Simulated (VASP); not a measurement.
# Sn (Fd-3m) in VASP: notebook, part 2 of 2

VASP 6.6.1. The steps go on from the part before.

## 5. Single point, PBE

This run uses another cell than the first one, of 36.85 Å³/atom, 1.064 times its volume.

The input, INCAR:

```
PREC     = Accurate       # precision mode
ENCUT    = 520            # plane-wave cutoff, eV
EDIFF    = 1E-6           # SCF threshold, eV
ISMEAR   = -1             # smearing method
SIGMA    = 0.02           # smearing width, eV
LREAL    = False          # projectors in reciprocal space
LASPH    = True           # aspherical terms in the spheres
NELM     = 80             # most SCF steps
ALGO     = Normal         # electronic algorithm
ISIF     = 2              # what is computed and relaxed
LWAVE    = False          # write WAVECAR
LCHARG   = False          # write CHGCAR
GGA      = PE             # functional
NBANDS   = 21             # bands
```

The input, KPOINTS:

```
regular mesh
0
Gamma
  6 6 6
```

The input, POSCAR:

```
Sn
1.0
    0.0000000000      3.3277220212      3.3277220212
    3.3277220212      0.0000000000      3.3277220212
    3.3277220212      3.3277220212      0.0000000000
Sn
2
Direct
    0.0000000000      0.0000000000      0.0000000000
    0.2500000000      0.2500000000      0.2500000000
```

Launch:

```bash
$ cat potpaw_PBE.64/Sn_d/POTCAR > POTCAR
$ mpirun -np 1 vasp_std > vasp.out
```

Wall time 42 s (1 thread of AMD EPYC 7R43 (Zen 3), shared host); peak memory 0.16 GiB.

Results (log left out):

```
Free energy            : -7.6604 eV
Pressure               : 0.0 GPa
Band gap on the k mesh : zero (band 14 reaches 4.97 eV, above the bottom of band 15 at 4.73 eV)
```

Levels at points of the mesh, in eV from the Fermi level:
```tsv
k point	band 10	band 11	band 12	band 13	band 14	band 15	band 16	band 17	band 18	band 19
(0.00, 0.00, 0.00)	-21.10	-9.98	-1.01	0.23	0.23	0.23	2.29	2.29	2.29	5.11
(0.50, 0.00, 0.00)	-21.06	-8.50	-5.89	-0.86	-0.86	0.00	3.34	3.34	5.83	8.34
(0.50, 0.50, 0.00)	-21.04	-7.12	-7.12	-2.08	-2.08	1.04	1.04	7.39	7.39	8.92
```

Caveat: spin-orbit coupling is left out, which moves the levels of the heavy elements.

## 6. Single point, PBE (volume changed by +3%)

The input, INCAR:

```
PREC = Accurate
ENCUT = 520
EDIFF = 1E-6
ISMEAR = -1
SIGMA = 0.02
LREAL = F
LASPH = T
NELM = 80
ALGO = Normal
ISIF = 2
LWAVE = F
LCHARG = F
GGA = PE
NBANDS = 21
```

The input, KPOINTS:

```
Automatic mesh
0
Gamma
  6 6 6
```

The input, POSCAR:

```
Sn
1.0
    0.0000000000      3.3606719069      3.3606719069
    3.3606719069      0.0000000000      3.3606719069
    3.3606719069      3.3606719069      0.0000000000
Sn
2
Direct
    0.0000000000      0.0000000000      0.0000000000
    0.2500000000      0.2500000000      0.2500000000
```

Potentials or basis: VASP PAW PBE potentials, release 64 (Sn_d).

Launch:

```bash
$ cat potpaw_PBE.64/Sn_d/POTCAR > POTCAR
$ mpirun -np 1 vasp_std > vasp.out
```

OUTCAR:

```text
PREC = Accurate
   ENCUT = 520
   EDIFF = 1E-6
   ISMEAR = -1
   LREAL = F
   LASPH = T
   NELM = 80
   ISIF = 2
   GGA = PE

 ion  position               nearest neighbor table
   1  0.000  0.000  0.000-   2 2.91   2 2.91   2 2.91   2 2.91
   2  0.250  0.250  0.250-   1 2.91   1 2.91   1 2.91   1 2.91

  LATTYP: Found a face centered cubic cell.
 ALAT       =     6.7213438138

  Lattice vectors:

 A1 = (   0.0000000000,   3.3606719069,   3.3606719069)
 A2 = (   3.3606719069,   0.0000000000,   3.3606719069)
 A3 = (   3.3606719069,   3.3606719069,   0.0000000000)

Analysis of symmetry for initial positions (statically):
=====================================================================
 Subroutine PRICEL returns:
 Original cell was already a primitive cell.

 Routine SETGRP: Setting up the symmetry group for a
 face centered cubic supercell.

 Subroutine GETGRP returns: Found 48 space group operations
 (whereof 24 operations were pure point group operations)
 out of a pool of 48 trial point group operations.

The static configuration has the point symmetry T_d .
 The point group associated with its full space group is O_h .

Analysis of symmetry for dynamics (positions and initial velocities):
=====================================================================
 Subroutine PRICEL returns:
 Original cell was already a primitive cell.

 Routine SETGRP: Setting up the symmetry group for a
 face centered cubic supercell.

 Subroutine GETGRP returns: Found 48 space group operations
 (whereof 24 operations were pure point group operations)
 out of a pool of 48 trial point group operations.

The dynamic configuration has the point symmetry T_d .
 The point group associated with its full space group is O_h .

 Subroutine INISYM returns: Found 48 space group operations
 (whereof 24 operations are pure point group operations),
 and found     1 'primitive' translations

----------------------------------------------------------------------------------------

                                     Primitive cell

  volume of cell :      75.9116

  direct lattice vectors                    reciprocal lattice vectors
     0.000000000  3.360671907  3.360671907    -0.148779772  0.148779772  0.148779772
     3.360671907  0.000000000  3.360671907     0.148779772 -0.148779772  0.148779772
     3.360671907  3.360671907  0.000000000     0.148779772  0.148779772 -0.148779772

  length of vectors
     4.752707789  4.752707789  4.752707789     0.257694124  0.257694124  0.257694124

  position of ions in fractional coordinates (direct lattice)
     0.000000000  0.000000000  0.000000000
     0.250000000  0.250000000  0.250000000

  ion indices of the primitive-cell ions
   primitive index   ion index
                 1           1
                 2           2

----------------------------------------------------------------------------------------

 KPOINTS: Automatic mesh

Automatic generation of k-mesh.
 Grid dimensions read from file:
 generate k-points for:    6    6    6

 Generating k-lattice:

  Cartesian coordinates                     Fractional coordinates (reciprocal lattice)
    -0.024796629  0.024796629  0.024796629     0.166666667  0.000000000  0.000000000
     0.024796629 -0.024796629  0.024796629     0.000000000  0.166666667  0.000000000
     0.024796629  0.024796629 -0.024796629     0.000000000  0.000000000  0.166666667

  Length of vectors
     0.042949021  0.042949021  0.042949021

  Shift w.r.t. Gamma in fractional coordinates (k-lattice)
     0.000000000  0.000000000  0.000000000

 Subroutine IBZKPT returns following result:
 ===========================================

 Found     16 irreducible k-points:

 Following reciprocal coordinates:
            Coordinates               Weight
  0.000000  0.000000  0.000000      1.000000
  0.166667  0.000000  0.000000      8.000000
  0.333333  0.000000  0.000000      8.000000
  0.500000  0.000000  0.000000      4.000000
  0.166667  0.166667  0.000000      6.000000
  0.333333  0.166667  0.000000     24.000000
[... 8 lines left out ...]
 -0.333333  0.333333  0.166667     24.000000
 -0.333333  0.500000  0.166667     12.000000
   k-points           NKPTS =     16   k-points in BZ     NKDIM =     16   number of bands    NBANDS=     21
   number of dos      NEDOS =    301   number of ions     NIONS =      2
   total plane-waves  NPLWV =  46656
   dimension x,y,z NGX =    36 NGY =   36 NGZ =   36
   dimension x,y,z NGXF=    72 NGYF=   72 NGZF=   72
   ions per type =               2
   NGX,Y,Z   is equivalent  to a cutoff of  12.59, 12.59, 12.59 a.u.
   NGXF,Y,Z  is equivalent  to a cutoff of  25.19, 25.19, 25.19 a.u.
 SYSTEM =  unknown system
   PREC   = accura    normal or accurate (medium, high low for compatibility)
   ISTART =      0    job   : 0-new  1-cont  2-samecut
   ICHARG =      2    charge: 1-file 2-atom 10-const
   ISPIN  =      1    spin polarized calculation?
   LNONCOLLINEAR =      F non collinear calculations
   LSORBIT =      F    spin-orbit coupling
   LASPH  =      T    aspherical Exc in radial PAW
   ENCUT  =  520.0 eV  38.22 Ry    6.18 a.u.   8.84  8.84  8.84*2*pi/ulx,y,z
   NELM   =     80;   NELMIN=  2; NELMDL= -5     # of ELM steps
   EDIFF  = 0.1E-05   stopping-criterion for ELM
   LREAL  =      F    real-space projection
   EDIFFG = 0.1E-04   stopping-criterion for IOM
   NSW    =      0    number of steps for IOM
   IBRION =     -1    ionic relax: 0-MD 1-quasi-New 2-CG
   NFREE  =      0    steps in history (QN), initial steepest desc. (CG)
   ISIF   =      2    stress and relaxation
   ISYM   =      2    0-nonsym 1-usesym 2-fastsym
   POTIM  = 0.5000    time-step for ionic-motion
   TEBEG  =    0.0;   TEEND  =   0.0 temperature during run
   PSTRESS=    0.0 pullay stress
   NELECT =      28.0000    total number of electrons
   NUPDOWN=      -1.0000    fix difference up-down
   EMIN   =  10.00;   EMAX   =-10.00  energy-range for DOS
   EFERMI =   0.00;   METHOD = LEGACY
   ISMEAR =    -1;   SIGMA  =   0.02  broadening in eV -4-tet -1-fermi 0-gaus
   EFERMI_NEDOS =   21; number of points for ismear=-14 and -15
   IALGO  =     38    algorithm
   IMIX   =      4    mixing-type and parameters
     AMIX     =   0.40;   BMIX     =  1.00
     AMIX_MAG =   1.60;   BMIX_MAG =  1.00
  volume/ion in A,a.u.               =      37.96       256.14
  Fermi-wavevector in a.u.,A,eV,Ry     =   1.174063  2.218657 18.754595  1.378424
  Thomas-Fermi vector in A             =   2.310466
   LORBIT       =      0    0 simple, 1 ext, 2 COOP (PROOUT), +10 PAW based schemes
   GGA     = PE    functional components
   LHFCALC =     F    Hartree Fock is set to
   AEXX    =    0.0000 exact exchange contribution
   IVDW    =     0    specifies the selected vdW correction
   LEPSILON=     F    determine dielectric tensor
   LRPA    =     F    only Hartree local field effects (RPA)
 non-spin polarized calculation
  energy-cutoff  :      520.00
  volume of cell :       75.91
 maximum number of plane-waves:      2085
   NGX = 17   NGY = 17   NGZ = 17

 number of electron      28.0000017 magnetization

 Free energy of the ion-electron system (eV)
  ---------------------------------------------------
  ext. energy  EPLUGINS =         0.00000000
  ---------------------------------------------------
  free energy    TOTEN  =        -7.65360826 eV

  energy without entropy =       -7.65297818  energy(sigma->0) =       -7.65329322

 E-fermi :   4.4060     XC(G=0):  -8.4160

 val. band max:        4.4040215586   @ k =   0.5000   0.0000   0.0000
 cond. band min:       4.5677024237   @ k =   0.3333   0.0000   0.0000
 fundamental gap:      0.1636808651
 Fermi energy:         4.4059924246

 k-point     1 :       0.0000    0.0000    0.0000
  band No.  band energies     occupation
      1     -16.9097      2.00000
      2     -16.9097      2.00000
      3     -16.9097      2.00000
      4     -16.8636      2.00000
      5     -16.8636      2.00000
      6     -16.6313      2.00000
[... 13 lines left out ...]
     20      12.3065      0.00000
     21      12.3065      0.00000
[... 337 lines left out ...]
 k-point    16 :      -0.3333    0.5000    0.1667
  band No.  band energies     occupation
      1     -16.9586      2.00000
      2     -16.9586      2.00000
      3     -16.8146      2.00000
      4     -16.8146      2.00000
      5     -16.7487      2.00000
      6     -16.7487      2.00000
[... 13 lines left out ...]
     20      13.0283      0.00000
     21      14.3554      0.00000

------------------------ aborting loop because EDIFF is reached ----------------------------------------

  FORCE on cell =-STRESS in cart. coord.  units (eV):
  Direction    XX          YY          ZZ          XY          YZ          ZX
  --------------------------------------------------------------------------------------
  -------------------------------------------------------------------------------------
  Total       -0.4818888     -0.4818888     -0.4818888     -0.0000000     -0.0000000      0.0000000
  in kB      -10.1706595    -10.1706595    -10.1706595     -0.0000000     -0.0000000      0.0000000
  external PRESSURE =     -10.1706595 kB  Pullay stress =       0.0000000 kB

 VOLUME and BASIS-vectors are now :
 -----------------------------------------------------------------------------
  energy-cutoff  :      520.00
  volume of cell :       75.91
      direct lattice vectors                 reciprocal lattice vectors
     0.000000000  3.360671907  3.360671907    -0.148779772  0.148779772  0.148779772
     3.360671907  0.000000000  3.360671907     0.148779772 -0.148779772  0.148779772
     3.360671907  3.360671907  0.000000000     0.148779772  0.148779772 -0.148779772

 POSITION                                       TOTAL-FORCE (eV/Angst)
 -----------------------------------------------------------------------------------
      0.00000      0.00000      0.00000        -0.000000      0.000000      0.000000
      1.68034      1.68034      1.68034         0.000000     -0.000000     -0.000000
 -----------------------------------------------------------------------------------
    total drift:                                0.000000      0.000000      0.000000

  FREE ENERGIE OF THE ION-ELECTRON SYSTEM (eV)
  ---------------------------------------------------
  free  energy   TOTEN  =        -7.6536082637 eV

  energy  without entropy=       -7.6529781820  energy(sigma->0) =       -7.65329322
```

stdout:

```text
POSCAR found type information on POSCAR Sn
 POSCAR found :  1 types and       2 ions
 scaLAPACK will be used
 LDA part: xc-table for (Slater+PW92), standard interpolation
 POSCAR, INCAR and KPOINTS ok, starting setup
 FFT: planning ... GRIDC
 FFT: planning ... GRID_SOFT
 FFT: planning ... GRID
 WAVECAR not read
 entering main loop
```

Run time: 37 s. Hardware: 1 thread of AMD EPYC 7R43 (Zen 3), shared host; peak memory 0.16 GiB.

Results:

```
Free energy            : -7.6536 eV
Pressure               : -1.0 GPa
Band gap on the k mesh : zero (band 14 reaches 4.68 eV, above the bottom of band 15 at 4.40 eV)
```

Levels at points of the mesh, in eV from the Fermi level:
```
           k point  band 11  band 12  band 13  band 14  band 15  band 16  band 17  band 18
(0.00, 0.00, 0.00)    -9.75    -1.15     0.28     0.28     0.28     2.33     2.33     2.33
(0.50, 0.00, 0.00)    -8.33    -5.75    -0.78    -0.78     0.00     3.37     3.37     5.89
(0.50, 0.50, 0.00)    -6.99    -6.99    -1.95    -1.95     1.11     1.11     7.26     7.26
```

Caveat: the cell differs from its parent crystal (volume changed by +3%); spin-orbit coupling is left out, which moves the levels of the heavy elements.

## 7. The runs side by side

| cell | gap on the mesh (eV) | pressure (GPa) |
| --- | --- | --- |
| a = 4.610 Å, angles 60.0°, 2 atoms | none | 2.6 |
| a = 4.645 Å, angles 60.0°, 2 atoms | none | 1.5 |
| a = 4.659 Å, angles 60.0°, 2 atoms | none | 1.2 |
| a = 4.706 Å, angles 60.0°, 2 atoms | none | 0.0 |
| a = 4.753 Å, angles 60.0°, 2 atoms | none | -1.0 |

Alike in all rows: task single point; level PBE; potentials or basis VASP PAW PBE potentials, release 64 (Sn_d); no spin polarisation; k mesh 6 × 6 × 6; cutoff (eV) 520; smearing fermi-dirac 0.02 eV.

Caveats: spin-orbit coupling is left out, which moves the levels of the heavy elements.

Absolute energies hang on the potentials; compare differences alone.
